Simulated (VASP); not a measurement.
# Al3BN2 (I-4m2) in VASP: a series of runs

Runs on Al3BN2. Level: PBE. Tasks: single point, relaxation of cell and atoms.

Program: VASP 6.6.1. These are calculated values, not measurements. Logs are shortened: lines on timing, memory, paths and dates and some standing lists are left out, and cuts for length are marked.

## Step 1: The cell of the first run

It takes space group I-4m2 (No. 119, tetragonal). The conventional cell has a = 3.041 Å, b = 3.041 Å, c = 15.397 Å, α = 90.00°, β = 90.00°, γ = 90.00°. Al (site symmetry -4m2) has 4 N at 1.89 Å within 2.5 Å. Within 2.5 Å of Al (site symmetry 2mm) lie 2 N at 1.90 Å and 2 B at 2.20 Å. B (site symmetry -4m2) has 4 Al at 2.20 Å within 2.9 Å. Within 2.5 Å of N (site symmetry 2mm) lie 4 Al at 1.89 to 1.90 Å.

## Step 2: Single point, PBE

File INCAR:

```
PREC     = Accurate       # precision mode
ENCUT    = 520            # plane-wave cutoff, eV
EDIFF    = 1E-7           # SCF threshold, eV
ISMEAR   = 0              # smearing method
SIGMA    = 0.1            # smearing width, eV
LREAL    = False          # projectors in reciprocal space
LASPH    = True           # aspherical terms in the spheres
NELM     = 100            # most SCF steps
ALGO     = Normal         # electronic algorithm
ISIF     = 2              # what is computed and relaxed
LWAVE    = False          # write WAVECAR
LCHARG   = True           # write CHGCAR
GGA      = PE             # functional
LELF     = True           # ELF
LVHAR    = True         
NBANDS   = 20             # bands
```

File KPOINTS:

```
regular mesh
0
Gamma
  14 14 14
```

File POSCAR:

```
Al3BN2
1.0
   -1.5204586826      1.5204586826      7.6984328209
    1.5204586826     -1.5204586826      7.6984328209
    1.5204586826      1.5204586826     -7.6984328209
Al B N
3 1 2
Direct
    0.7500000000      0.2500000000      0.5000000000
    0.1029187847      0.6029187847      0.5000000000
    0.3970812153      0.8970812153      0.5000000000
    0.0000000000      0.0000000000      0.0000000000
    0.6769366065      0.6769366065      0.0000000000
    0.3230633935      0.3230633935      0.0000000000
```

Potentials or basis: VASP PAW PBE potentials, release 64 (Al, B, N).

Started as:

```console
> cat potpaw_PBE.64/Al/POTCAR potpaw_PBE.64/B/POTCAR potpaw_PBE.64/N/POTCAR > POTCAR
> mpirun -np 1 vasp_std > vasp.out
```

OUTCAR:

```text
PREC = Accurate
   ENCUT = 520
   EDIFF = 1E-7
   ISMEAR = 0
   LREAL = False
   LASPH = True
   NELM = 100
   ISIF = 2
   GGA = PE

 ion  position               nearest neighbor table
   1  0.750  0.250  0.500-   6 1.89   5 1.89   6 1.89   5 1.89   2 3.12   3 3.12   3 3.12   3 3.12
                             2 3.12   3 3.12   2 3.12   2 3.12
   2  0.103  0.603  0.500-   5 1.90   5 1.90   4 2.20   4 2.20   1 3.12   1 3.12   1 3.12   1 3.12

   3  0.397  0.897  0.500-   6 1.90   6 1.90   4 2.20   4 2.20   1 3.12   1 3.12   1 3.12   1 3.12

   4  0.000  0.000  0.000-   2 2.20   3 2.20   2 2.20   3 2.20
   5  0.677  0.677  0.000-   1 1.89   1 1.89   2 1.90   2 1.90
   6  0.323  0.323  0.000-   1 1.89   1 1.89   3 1.90   3 1.90

  LATTYP: Found a body centered tetragonal cell.
 ALAT       =     3.0409173652
 C/A-ratio  =     5.0632305297

  Lattice vectors:

 A1 = (  -1.5204586826,   1.5204586826,   7.6984328209)
 A2 = (   1.5204586826,  -1.5204586826,   7.6984328209)
 A3 = (   1.5204586826,   1.5204586826,  -7.6984328209)

Analysis of symmetry for initial positions (statically):
=====================================================================
 Subroutine PRICEL returns:
 Original cell was already a primitive cell.

 Routine SETGRP: Setting up the symmetry group for a
 body centered tetragonal supercell.

 Subroutine GETGRP returns: Found  8 space group operations
 (whereof  8 operations were pure point group operations)
 out of a pool of 16 trial point group operations.

The static configuration has the point symmetry D_2d.

Analysis of symmetry for dynamics (positions and initial velocities):
=====================================================================
 Subroutine PRICEL returns:
 Original cell was already a primitive cell.

 Routine SETGRP: Setting up the symmetry group for a
 body centered tetragonal supercell.

 Subroutine GETGRP returns: Found  8 space group operations
 (whereof  8 operations were pure point group operations)
 out of a pool of 16 trial point group operations.

The dynamic configuration has the point symmetry D_2d.

 Subroutine INISYM returns: Found  8 space group operations
 (whereof  8 operations are pure point group operations),
 and found     1 'primitive' translations

----------------------------------------------------------------------------------------

[... 96 lines left out ...]
   LSORBIT =      F    spin-orbit coupling
   LASPH  =      T    aspherical Exc in radial PAW
   ENCUT  =  520.0 eV  38.22 Ry    6.18 a.u.  14.86 14.86 14.86*2*pi/ulx,y,z
   NELM   =    100;   NELMIN=  2; NELMDL= -5     # of ELM steps
   EDIFF  = 0.1E-06   stopping-criterion for ELM
   LREAL  =      F    real-space projection
   EDIFFG = 0.1E-05   stopping-criterion for IOM
   NSW    =      0    number of steps for IOM
   IBRION =     -1    ionic relax: 0-MD 1-quasi-New 2-CG
   NFREE  =      0    steps in history (QN), initial steepest desc. (CG)
   ISIF   =      2    stress and relaxation
   ISYM   =      2    0-nonsym 1-usesym 2-fastsym
   POTIM  = 0.5000    time-step for ionic-motion
   TEBEG  =    0.0;   TEEND  =   0.0 temperature during run
   PSTRESS=    0.0 pullay stress
   NELECT =      22.0000    total number of electrons
   NUPDOWN=      -1.0000    fix difference up-down
   EMIN   =  10.00;   EMAX   =-10.00  energy-range for DOS
   EFERMI =   0.00;   METHOD = LEGACY
   ISMEAR =     0;   SIGMA  =   0.10  broadening in eV -4-tet -1-fermi 0-gaus
   EFERMI_NEDOS =   21; number of points for ismear=-14 and -15
   IALGO  =     38    algorithm
   IMIX   =      4    mixing-type and parameters
     AMIX     =   0.40;   BMIX     =  1.00
     AMIX_MAG =   1.60;   BMIX_MAG =  1.00
  volume/ion in A,a.u.               =      11.86        80.07
  Fermi-wavevector in a.u.,A,eV,Ry     =   1.106824  2.091594 16.667942  1.225059
  Thomas-Fermi vector in A             =   2.243330
   LORBIT       =      0    0 simple, 1 ext, 2 COOP (PROOUT), +10 PAW based schemes
   GGA     = PE    functional components
   LHFCALC =     F    Hartree Fock is set to
   AEXX    =    0.0000 exact exchange contribution
   IVDW    =     0    specifies the selected vdW correction
   LEPSILON=     F    determine dielectric tensor
   LRPA    =     F    only Hartree local field effects (RPA)
 non-spin polarized calculation
 Gauss-broadening in eV      SIGMA  =   0.10
  energy-cutoff  :      520.00
  volume of cell :       71.19
 maximum number of plane-waves:      1938
   NGX = 29   NGY = 29   NGZ = 29

 number of electron      21.9999999 magnetization

 Free energy of the ion-electron system (eV)
  ---------------------------------------------------
  ext. energy  EPLUGINS =         0.00000000
  ---------------------------------------------------
  free energy    TOTEN  =       -38.56633820 eV

  energy without entropy =      -38.56042759  energy(sigma->0) =      -38.56338289

 E-fermi :   6.3613     XC(G=0): -10.4539

 val. band max:        6.3609094015   @ k =   0.5000   0.2143   0.0714
 cond. band min:       6.3737262243   @ k =  -0.2143  -0.4286   0.2143
 fundamental gap:      0.0128168229
 Fermi energy:         6.3613295298

 k-point     1 :       0.0000    0.0000    0.0000
  band No.  band energies     occupation
      1      -9.8490      2.00000
      2      -8.5992      2.00000
      3      -2.9431      2.00000
      4       0.8069      2.00000
      5       1.1168      2.00000
      6       3.4794      2.00000
[... 541 lines left out ...]
     19      15.7010      0.00000
     20      16.1393      0.00000

 [... further k-points ...]
[... 5 lines left out ...]
  --------------------------------------------------------------------------------------
  -------------------------------------------------------------------------------------
  Total       -0.0732940     -0.0732940     -0.0962489      0.0000000     -0.0000000     -0.0000000
  in kB       -1.6495566     -1.6495566     -2.1661802      0.0000000     -0.0000000     -0.0000000
  external PRESSURE =      -1.8217644 kB  Pullay stress =       0.0000000 kB

 VOLUME and BASIS-vectors are now :
 -----------------------------------------------------------------------------
  energy-cutoff  :      520.00
  volume of cell :       71.19
      direct lattice vectors                 reciprocal lattice vectors
    -1.520458683  1.520458683  7.698432821     0.000000000  0.328848134  0.064948284
     1.520458683 -1.520458683  7.698432821     0.328848134  0.000000000  0.064948284
     1.520458683  1.520458683 -7.698432821     0.328848134  0.328848134  0.000000000

 POSITION                                       TOTAL-FORCE (eV/Angst)
 -----------------------------------------------------------------------------------
      0.00000      1.52046      3.84922         0.000000     -0.000000      0.000000
      1.52046      0.00000      1.58463        -0.000000      0.000000      0.011961
      1.52046      0.00000      6.11381        -0.000000      0.000000     -0.011961
      0.00000      0.00000      0.00000         0.000000     -0.000000      0.000000
      0.00000      0.00000     10.42270         0.000000     -0.000000     -0.002262
      0.00000      0.00000      4.97416         0.000000     -0.000000      0.002262
 -----------------------------------------------------------------------------------
    total drift:                               -0.000000      0.000000      0.000000

  FREE ENERGIE OF THE ION-ELECTRON SYSTEM (eV)
  ---------------------------------------------------
  free  energy   TOTEN  =       -38.5663381986 eV

  energy  without entropy=      -38.5604275851  energy(sigma->0) =      -38.56338289
```

Wall time 21 min (1 thread of Intel Xeon Platinum 8259CL at 2.50GHz (Skylake/Cascade Lake), shared host); peak memory 0.68 GiB.

Results:

```yaml
Free_energy: -38.5663 eV
Pressure: -0.2 GPa
Largest_force: 0.012 eV/Å
Band_gap_on_the_k_mesh: zero (bands 11 and 12 overlap by 3.80 eV)
```

Forces on the atoms (eV/Å):
```
Al   0.000  0.000  0.000
Al   0.000  0.000  0.012
Al   0.000  0.000 -0.012
B    0.000  0.000  0.000
N    0.000  0.000 -0.002
N    0.000  0.000  0.002
```

## Step 3: Single point, PBE

File INCAR:

```
SYSTEM = Al3BN2
ALGO = Normal
EDIFF = 1E-7
ENCUT = 520
GGA = PE
ISIF = 2
ISMEAR = 0
LASPH = .TRUE.
LCHARG = .FALSE.
LREAL = .FALSE.
LWAVE = .FALSE.
NBANDS = 20
NELM = 100
PREC = Accurate
SIGMA = 0.1
```

File KPOINTS:

```
k-points
0
G
  14 14 14
  0 0 0
```

POSCAR is that of step 2.

Potentials or basis: VASP PAW PBE potentials, release 64 (Al, B, N).

Started as:

```console
> cat potpaw_PBE.64/Al/POTCAR potpaw_PBE.64/B/POTCAR potpaw_PBE.64/N/POTCAR > POTCAR
> mpirun -np 1 vasp_std > vasp.out
```

Run time: 21 min. Hardware: 1 thread of Intel Xeon Platinum 8259CL at 2.50GHz (Skylake/Cascade Lake), shared host; peak memory 0.68 GiB.

It converged, with:

```
Free energy            : -38.5663 eV
Pressure               : -0.2 GPa
Largest force          : 0.012 eV/Å
Band gap on the k mesh : zero (bands 11 and 12 overlap by 3.80 eV)
```

Forces in eV/Å, atoms in the order of the input:
```
Al   0.000  0.000  0.000
Al   0.000  0.000  0.012
Al   0.000  0.000 -0.012
B    0.000  0.000  0.000
N    0.000  0.000 -0.002
N    0.000  0.000  0.002
```

Levels at points of the mesh, in eV from the Fermi level:
| k point | band 8 | band 9 | band 10 | band 11 | band 12 | band 13 | band 14 | band 15 |
| --- | --- | --- | --- | --- | --- | --- | --- | --- |
| (0.00, 0.00, 0.00) | -2.11 | -2.11 | -1.19 | 1.91 | 2.62 | 2.71 | 2.71 | 7.15 |
| (0.50, 0.00, 0.00) | -2.65 | -2.01 | -1.98 | -1.53 | 3.65 | 3.75 | 5.11 | 6.64 |
| (0.50, 0.50, 0.00) | -3.95 | -3.94 | -2.01 | -1.81 | -1.62 | 1.80 | 3.26 | 3.53 |
| (0.50, 0.50, 0.50) | -2.72 | -2.10 | -2.10 | 2.09 | 2.68 | 2.68 | 3.64 | 6.79 |

## Step 4: Single point, PBE (12.22 Å³/atom)

This run uses another cell than the first one, of 12.22 Å³/atom.

File INCAR:

```
PREC     = Accurate       # precision mode
ENCUT    = 520            # plane-wave cutoff, eV
EDIFF    = 1E-7           # SCF threshold, eV
ISMEAR   = 0              # smearing method
SIGMA    = 0.1            # smearing width, eV
LREAL    = False          # projectors in reciprocal space
LASPH    = True           # aspherical terms in the spheres
NELM     = 60             # most SCF steps
ALGO     = Normal         # electronic algorithm
ISIF     = 2              # what is computed and relaxed
LWAVE    = False          # write WAVECAR
LCHARG   = True           # write CHGCAR
GGA      = PE             # functional
LELF     = True           # ELF
LVHAR    = True         
NBANDS   = 20             # bands
```

File KPOINTS:

```
regular mesh
0
Gamma
  14 14 14
```

File POSCAR:

```
Al3BN2
1.0
   -1.5388134813      1.5388134813      7.7413522644
    1.5388134813     -1.5388134813      7.7413522644
    1.5388134813      1.5388134813     -7.7413522644
Al B N
3 1 2
Direct
    0.7500000000      0.2500000000      0.5000000000
    0.1033820269      0.6033820269      0.5000000000
    0.3966179731      0.8966179731      0.5000000000
    0.0000000000      0.0000000000      0.0000000000
    0.6771911391      0.6771911391      0.0000000000
    0.3228088609      0.3228088609      0.0000000000
```

Started as:

```console
> cat potpaw_PBE.64/Al/POTCAR potpaw_PBE.64/B/POTCAR potpaw_PBE.64/N/POTCAR > POTCAR
> mpirun -np 1 vasp_std > vasp.out
```

Run time: 23 min. Hardware: 1 thread of Intel Xeon Platinum 8259CL at 2.50GHz (Skylake/Cascade Lake), shared host; peak memory 0.69 GiB.

The run converged. Its results:

| Quantity | Value |
| --- | --- |
| Free energy | -38.5373 eV |
| Pressure | -4.2 GPa |
| Largest force | 0.006 eV/Å |
| Band gap on the k mesh | zero (bands 11 and 12 overlap by 3.71 eV) |

Forces in eV/Å, atoms in the order of the input:
```
Al   0.000  0.000  0.000
Al   0.000  0.000  0.006
Al   0.000  0.000 -0.006
B    0.000  0.000  0.000
N    0.000  0.000  0.001
N    0.000  0.000 -0.001
```

Stress tensor (GPa, compression positive):
```
-4.21  0.00  0.00
 0.00 -4.21  0.00
 0.00  0.00 -4.31
```

Levels at points of the mesh, in eV from the Fermi level:
```
           k point  band 9  band 10  band 11  band 12  band 13  band 14
(0.00, 0.00, 0.00)   -2.13    -1.16     1.76     2.54     2.64     2.64
(0.50, 0.00, 0.00)   -2.05    -2.02    -1.49     3.53     3.66     4.99
(0.50, 0.50, 0.00)   -3.88    -1.96    -1.76    -1.59     1.79     3.24
(0.50, 0.50, 0.50)   -2.11    -2.11     2.02     2.61     2.61     3.48
```

Caveat: the cell stands under tension.

[end of part 1 of 2]
